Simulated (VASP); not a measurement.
# GaN (F-43m) in VASP: a series of runs

GaN is run at these levels: LDA; tasks: single point.

Everything below comes from runs of VASP 6.6.1. Logs are shortened: lines on timing, memory, paths and dates and some standing lists are left out, and cuts for length are marked.

### Step 1. The cell of the first run

The structure is cubic, space group F-43m (No. 216). Conventional cell: a = 4.389 Å, b = 4.389 Å, c = 4.389 Å, α = 90.00°, β = 90.00°, γ = 90.00°. Ga (site symmetry -43m) has 4 N at 1.90 Å within 2.5 Å. N (site symmetry -43m) has 4 Ga at 1.90 Å within 2.5 Å.

### Step 2. Single point, LDA

Input file INCAR:

```
SYSTEM = GaN
PREC = Accurate ; ENCUT = 520
EDIFF = 1E-7 ; ISMEAR = 0
SIGMA = 0.01 ; LREAL = .FALSE.
LASPH = .TRUE. ; NELM = 80
ALGO = Normal ; ISIF = 2
LWAVE = .FALSE. ; LCHARG = .FALSE.
GGA = CA ; NBANDS = 16
```

Input file KPOINTS:

```
regular mesh
0
G
  10 10 10
  0 0 0
```

Input file POSCAR:

```
GaN
1.0
    2.1946664748      2.1946664748      0.0000000000
   -2.1946664748      2.1946664748      0.0000000000
    0.0000000000      2.1946664748      2.1946664748
Ga N
1 1
Direct
    0.0000000000      0.0000000000      0.0000000000
    0.2500000000      0.7500000000      0.5000000000
```

Potentials or basis: VASP PAW LDA potentials, release 64 (Ga_d, N).

The run is started by

```
> cat potpaw_LDA.64/Ga_d/POTCAR potpaw_LDA.64/N/POTCAR > POTCAR
> mpirun -np 1 vasp_std > vasp.out
```

OUTCAR:

```text
SYSTEM = GaN
   PREC = Accurate
   ENCUT = 520
   EDIFF = 1E-7
   ISMEAR = 0
   LREAL = .FALSE.
   LASPH = .TRUE.
   NELM = 80
   ISIF = 2
   GGA = CA

 ion  position               nearest neighbor table
   1  0.000  0.000  0.000-   2 1.90   2 1.90   2 1.90   2 1.90
   2  0.250  0.750  0.500-   1 1.90   1 1.90   1 1.90   1 1.90

  LATTYP: Found a face centered cubic cell.
 ALAT       =     4.3893329496

  Lattice vectors:

 A1 = (   0.0000000000,   2.1946664748,   2.1946664748)
 A2 = (   2.1946664748,   0.0000000000,   2.1946664748)
 A3 = (   2.1946664748,   2.1946664748,   0.0000000000)

Analysis of symmetry for initial positions (statically):
=====================================================================
 Subroutine PRICEL returns:
 Original cell was already a primitive cell.

 Routine SETGRP: Setting up the symmetry group for a
 face centered cubic supercell.

 Subroutine GETGRP returns: Found 24 space group operations
 (whereof 24 operations were pure point group operations)
 out of a pool of 48 trial point group operations.

The static configuration has the point symmetry T_d .

Analysis of symmetry for dynamics (positions and initial velocities):
=====================================================================
 Subroutine PRICEL returns:
 Original cell was already a primitive cell.

 Routine SETGRP: Setting up the symmetry group for a
 face centered cubic supercell.

 Subroutine GETGRP returns: Found 24 space group operations
 (whereof 24 operations were pure point group operations)
 out of a pool of 48 trial point group operations.

The dynamic configuration has the point symmetry T_d .

 Subroutine INISYM returns: Found 24 space group operations
 (whereof 24 operations are pure point group operations),
 and found     1 'primitive' translations

----------------------------------------------------------------------------------------

                                     Primitive cell

  volume of cell :      21.1415

  direct lattice vectors                    reciprocal lattice vectors
     2.194666475  2.194666475  0.000000000     0.227825050  0.227825050 -0.227825050
    -2.194666475  2.194666475  0.000000000    -0.227825050  0.227825050 -0.227825050
     0.000000000  2.194666475  2.194666475     0.000000000  0.000000000  0.455650101

  length of vectors
     3.103727094  3.103727094  3.103727094     0.394604562  0.394604562  0.455650101

  position of ions in fractional coordinates (direct lattice)
     0.000000000  0.000000000  0.000000000
     0.250000000  0.750000000  0.500000000

  ion indices of the primitive-cell ions
   primitive index   ion index
                 1           1
                 2           2

----------------------------------------------------------------------------------------

 KPOINTS: regular mesh

Automatic generation of k-mesh.
 Grid dimensions read from file:
 generate k-points for:   10   10   10

 Generating k-lattice:

  Cartesian coordinates                     Fractional coordinates (reciprocal lattice)
     0.022782505  0.022782505 -0.022782505     0.100000000  0.000000000  0.000000000
    -0.022782505  0.022782505 -0.022782505     0.000000000  0.100000000  0.000000000
     0.000000000  0.000000000  0.045565010     0.000000000  0.000000000  0.100000000

  Length of vectors
     0.039460456  0.039460456  0.045565010

  Shift w.r.t. Gamma in fractional coordinates (k-lattice)
     0.000000000  0.000000000  0.000000000

 Subroutine IBZKPT returns following result:
 ===========================================

 Found     47 irreducible k-points:

 Following reciprocal coordinates:
            Coordinates               Weight
  0.000000  0.000000  0.000000      1.000000
  0.100000  0.000000  0.000000      8.000000
  0.200000  0.000000  0.000000      8.000000
  0.300000  0.000000  0.000000      8.000000
  0.400000  0.000000  0.000000      8.000000
  0.500000  0.000000  0.000000      4.000000
[... 16 lines left out ...]
  0.300000  0.300000  0.000000     12.000000
  0.400000  0.300000  0.000000     24.000000
 [... further k-points ...]
   k-points           NKPTS =     47   k-points in BZ     NKDIM =     47   number of bands    NBANDS=     16
   number of dos      NEDOS =    301   number of ions     NIONS =      2
   total plane-waves  NPLWV =  13824
   dimension x,y,z NGX =    24 NGY =   24 NGZ =   24
   dimension x,y,z NGXF=    48 NGYF=   48 NGZF=   48
   ions per type =               1   1
   NGX,Y,Z   is equivalent  to a cutoff of  12.86, 12.86, 12.86 a.u.
   NGXF,Y,Z  is equivalent  to a cutoff of  25.71, 25.71, 25.71 a.u.
 SYSTEM =  GaN
   PREC   = accura    normal or accurate (medium, high low for compatibility)
   ISTART =      0    job   : 0-new  1-cont  2-samecut
   ICHARG =      2    charge: 1-file 2-atom 10-const
   ISPIN  =      1    spin polarized calculation?
   LNONCOLLINEAR =      F non collinear calculations
   LSORBIT =      F    spin-orbit coupling
   LASPH  =      T    aspherical Exc in radial PAW
   ENCUT  =  520.0 eV  38.22 Ry    6.18 a.u.   5.77  5.77  5.77*2*pi/ulx,y,z
   NELM   =     80;   NELMIN=  2; NELMDL= -5     # of ELM steps
   EDIFF  = 0.1E-06   stopping-criterion for ELM
   LREAL  =      F    real-space projection
   EDIFFG = 0.1E-05   stopping-criterion for IOM
   NSW    =      0    number of steps for IOM
   IBRION =     -1    ionic relax: 0-MD 1-quasi-New 2-CG
   NFREE  =      0    steps in history (QN), initial steepest desc. (CG)
   ISIF   =      2    stress and relaxation
   ISYM   =      2    0-nonsym 1-usesym 2-fastsym
   POTIM  = 0.5000    time-step for ionic-motion
   TEBEG  =    0.0;   TEEND  =   0.0 temperature during run
   PSTRESS=    0.0 pullay stress
   NELECT =      18.0000    total number of electrons
   NUPDOWN=      -1.0000    fix difference up-down
   EMIN   =  10.00;   EMAX   =-10.00  energy-range for DOS
   EFERMI =   0.00;   METHOD = LEGACY
   ISMEAR =     0;   SIGMA  =   0.01  broadening in eV -4-tet -1-fermi 0-gaus
   EFERMI_NEDOS =   21; number of points for ismear=-14 and -15
   IALGO  =     38    algorithm
   IMIX   =      4    mixing-type and parameters
     AMIX     =   0.40;   BMIX     =  1.00
     AMIX_MAG =   1.60;   BMIX_MAG =  1.00
  volume/ion in A,a.u.               =      10.57        71.33
  Fermi-wavevector in a.u.,A,eV,Ry     =   1.551626  2.932149 32.756628  2.407544
  Thomas-Fermi vector in A             =   2.656119
   LORBIT       =      0    0 simple, 1 ext, 2 COOP (PROOUT), +10 PAW based schemes
   GGA     = CA    functional components
   LHFCALC =     F    Hartree Fock is set to
   AEXX    =    0.0000 exact exchange contribution
   IVDW    =     0    specifies the selected vdW correction
   LEPSILON=     F    determine dielectric tensor
   LRPA    =     F    only Hartree local field effects (RPA)
 non-spin polarized calculation
 Gauss-broadening in eV      SIGMA  =   0.01
  energy-cutoff  :      520.00
  volume of cell :       21.14
 maximum number of plane-waves:       588
   NGX = 11   NGY = 11   NGZ = 11

 number of electron      17.9999999 magnetization

 Free energy of the ion-electron system (eV)
  ---------------------------------------------------
  ext. energy  EPLUGINS =         0.00000000
  ---------------------------------------------------
  free energy    TOTEN  =       -13.90683304 eV

  energy without entropy =      -13.90683304  energy(sigma->0) =      -13.90683304

 E-fermi :   6.0629     XC(G=0): -12.5479

 val. band max:        5.9466783390   @ k =   0.0000   0.0000   0.0000
 cond. band min:       8.2096583378   @ k =   0.0000   0.0000   0.0000
 fundamental gap:      2.2629799988
 Fermi energy:         6.0629143344

 k-point     1 :       0.0000    0.0000    0.0000
  band No.  band energies     occupation
      1     -10.5763      2.00000
      2      -7.7095      2.00000
      3      -7.7095      2.00000
      4      -7.7095      2.00000
      5      -7.3029      2.00000
      6      -7.3029      2.00000
[... 8 lines left out ...]
     15      25.2305      0.00000
     16      25.2305      0.00000

 k-point     2 :       0.1000    0.0000    0.0000
  band No.  band energies     occupation
      1     -10.4463      2.00000
      2      -7.6924      2.00000
      3      -7.6924      2.00000
      4      -7.6751      2.00000
      5      -7.3048      2.00000
      6      -7.3048      2.00000
[... 8 lines left out ...]
     15      23.9177      0.00000
     16      23.9186      0.00000

 k-point     3 :       0.2000    0.0000    0.0000
  band No.  band energies     occupation
      1     -10.1114      2.00000
      2      -7.6528      2.00000
      3      -7.6528      2.00000
      4      -7.5194      2.00000
      5      -7.3037      2.00000
      6      -7.3037      2.00000
[... 8 lines left out ...]
     15      23.1292      0.00000
     16      23.1292      0.00000

 k-point     4 :       0.3000    0.0000    0.0000
  band No.  band energies     occupation
      1      -9.7412      2.00000
      2      -7.6177      2.00000
      3      -7.6177      2.00000
      4      -7.2870      2.00000
      5      -7.2870      2.00000
      6      -7.1019      2.00000
[... 8 lines left out ...]
     15      23.6969      0.00000
     16      23.6969      0.00000

 k-point     5 :       0.4000    0.0000    0.0000
  band No.  band energies     occupation
      1      -9.5124      2.00000
      2      -7.6027      2.00000
      3      -7.6027      2.00000
      4      -7.2586      2.00000
      5      -7.2586      2.00000
      6      -6.3912      2.00000
[... 8 lines left out ...]
     15      25.2498      0.00000
     16      25.2498      0.00000

 k-point     6 :       0.5000    0.0000    0.0000
  band No.  band energies     occupation
      1      -9.4457      2.00000
      2      -7.6000      2.00000
      3      -7.6000      2.00000
      4      -7.2443      2.00000
      5      -7.2443      2.00000
      6      -5.9254      2.00000
[... 8 lines left out ...]
     15      26.3721      0.00000
     16      26.3721      0.00000

 k-point     7 :       0.1000    0.1000    0.0000
  band No.  band energies     occupation
      1     -10.2477      2.00000
      2      -7.6718      2.00000
      3      -7.6613      2.00000
      4      -7.6049      2.00000
      5      -7.3186      2.00000
      6      -7.2909      2.00000
[... 8 lines left out ...]
     15      22.8537      0.00000
     16      25.6057      0.00000

 k-point     8 :       0.2000    0.1000    0.0000
  band No.  band energies     occupation
      1      -9.9021      2.00000
      2      -7.6291      2.00000
      3      -7.6238      2.00000
      4      -7.4034      2.00000
      5      -7.3238      2.00000
      6      -7.2326      2.00000
[... 8 lines left out ...]
     15      22.8790      0.00000
     16      25.4421      0.00000

 k-point     9 :       0.3000    0.1000    0.0000
  band No.  band energies     occupation
      1      -9.5936      2.00000
      2      -7.6019      2.00000
      3      -7.5931      2.00000
      4      -7.3042      2.00000
      5      -7.2917      2.00000
      6      -6.7768      2.00000
[... 8 lines left out ...]
     15      23.0017      0.00000
     16      25.6916      0.00000
[... 172 lines left out ...]
 k-point    19 :       0.5000    0.2000    0.0000
  band No.  band energies     occupation
      1      -9.3507      2.00000
      2      -7.5848      2.00000
      3      -7.5022      2.00000
      4      -7.3633      2.00000
      5      -7.2393      2.00000
      6      -5.8280      2.00000
[... 8 lines left out ...]
     15      26.9005      0.00000
     16      27.3816      0.00000

 k-point    20 :      -0.4000    0.2000    0.0000
  band No.  band energies     occupation
      1      -9.4606      2.00000
      2      -7.5762      2.00000
      3      -7.5081      2.00000
      4      -7.4205      2.00000
      5      -7.2381      2.00000
      6      -6.5355      2.00000
[... 8 lines left out ...]
     15      26.9358      0.00000
     16      27.5994      0.00000

 k-point    21 :      -0.3000    0.2000    0.0000
  band No.  band energies     occupation
      1      -9.6891      2.00000
      2      -7.5781      2.00000
      3      -7.5377      2.00000
      4      -7.4793      2.00000
      5      -7.2540      2.00000
      6      -7.1034      2.00000
[... 8 lines left out ...]
     15      27.1942      0.00000
     16      27.4510      0.00000

 k-point    22 :      -0.2000    0.2000    0.0000
  band No.  band energies     occupation
      1      -9.9654      2.00000
      2      -7.5891      2.00000
      3      -7.5891      2.00000
      4      -7.5805      2.00000
      5      -7.3019      2.00000
      6      -7.2697      2.00000
[... 8 lines left out ...]
     15      27.5128      0.00000
     16      28.1278      0.00000

 k-point    23 :       0.3000    0.3000    0.0000
  band No.  band energies     occupation
      1      -9.3107      2.00000
      2      -7.5836      2.00000
      3      -7.4653      2.00000
      4      -7.3443      2.00000
      5      -7.3009      2.00000
      6      -5.6375      2.00000
[... 8 lines left out ...]
     15      24.2639      0.00000
     16      29.3943      0.00000

 k-point    24 :       0.4000    0.3000    0.0000
  band No.  band energies     occupation
      1      -9.2653      2.00000
      2      -7.5777      2.00000
      3      -7.4255      2.00000
      4      -7.3756      2.00000
      5      -7.2633      2.00000
      6      -5.3363      2.00000
[... 8 lines left out ...]
     15      26.4085      0.00000
     16      29.6355      0.00000

 [... further k-points ...]
[... 5 lines left out ...]
  --------------------------------------------------------------------------------------
  -------------------------------------------------------------------------------------
  Total        1.4926188      1.4926188      1.4926188      0.0000000      0.0000000      0.0000000
  in kB      113.1159677    113.1159677    113.1159677      0.0000000      0.0000000      0.0000000
  external PRESSURE =     113.1159677 kB  Pullay stress =       0.0000000 kB

 VOLUME and BASIS-vectors are now :
 -----------------------------------------------------------------------------
  energy-cutoff  :      520.00
  volume of cell :       21.14
      direct lattice vectors                 reciprocal lattice vectors
     2.194666475  2.194666475  0.000000000     0.227825050  0.227825050 -0.227825050
    -2.194666475  2.194666475  0.000000000    -0.227825050  0.227825050 -0.227825050
     0.000000000  2.194666475  2.194666475     0.000000000  0.000000000  0.455650101

 POSITION                                       TOTAL-FORCE (eV/Angst)
 -----------------------------------------------------------------------------------
      0.00000      0.00000      0.00000         0.000000     -0.000000      0.000000
     -1.09733      3.29200      1.09733        -0.000000      0.000000      0.000000
 -----------------------------------------------------------------------------------
    total drift:                                0.000001      0.000000     -0.000000

  FREE ENERGIE OF THE ION-ELECTRON SYSTEM (eV)
  ---------------------------------------------------
  free  energy   TOTEN  =       -13.9068330365 eV

  energy  without entropy=      -13.9068330365  energy(sigma->0) =      -13.90683304
```

Wall time 20 s (1 thread of Intel Xeon 8259CL, shared host); peak memory 0.14 GiB.

Results:

```yaml
Free_energy: -13.9068 eV
Pressure: 11.3 GPa
Band_gap_on_the_k_mesh: 2.26 eV, direct
```

### Step 3. Single point, LDA

This run uses another cell than the first one, of 10.37 Å³/atom, 0.981 times its volume.

Input file INCAR:

```
SYSTEM = GaN
PREC = Accurate ; ENCUT = 520
EDIFF = 1E-6 ; ISMEAR = 0
SIGMA = 0.01 ; LREAL = .False.
LASPH = .True. ; NELM = 100
ALGO = Normal ; ISIF = 2
LWAVE = .False. ; LCHARG = .False.
NBANDS = 16
```

Input file KPOINTS:

```
regular mesh
0
Gamma
  10 10 10
  0 0 0
```

Input file POSCAR:

```
GaN
1.0
    2.1803732666      2.1803732666      0.0000000000
   -2.1803732666      2.1803732666      0.0000000000
    0.0000000000      2.1803732666      2.1803732666
Ga N
1 1
Direct
    0.0000000000      0.0000000000      0.0000000000
    0.2500000000      0.7500000000      0.5000000000
```

Potentials or basis: VASP PAW LDA potentials, release 64 (Ga_d, N).

The run is started by

```
> cat potpaw_LDA.64/Ga_d/POTCAR potpaw_LDA.64/N/POTCAR > POTCAR
> mpirun -np 1 vasp_std > vasp.out
```

It took 19 s on 1 thread of Intel Xeon 8259CL, shared host; peak memory 0.13 GiB.

Results (log left out):

```yaml
Free_energy: -13.8712 eV
Pressure: 16.4 GPa
Band_gap_on_the_k_mesh: 2.39 eV, direct
```

Levels at points of the mesh, in eV from the valence-band top:
| k point | band 6 | band 7 | band 8 | band 9 | band 10 | band 11 | band 12 | band 13 |
| --- | --- | --- | --- | --- | --- | --- | --- | --- |
| (0.00, 0.00, 0.00) | -13.26 | 0.00 | 0.00 | 0.00 | 2.39 | 10.73 | 10.73 | 10.73 |
| (0.50, 0.00, 0.00) | -11.88 | -7.81 | -1.11 | -1.11 | 5.23 | 9.08 | 10.71 | 10.71 |
| (0.50, 0.50, 0.00) | -11.42 | -6.63 | -3.10 | -3.10 | 3.27 | 7.05 | 12.25 | 14.82 |
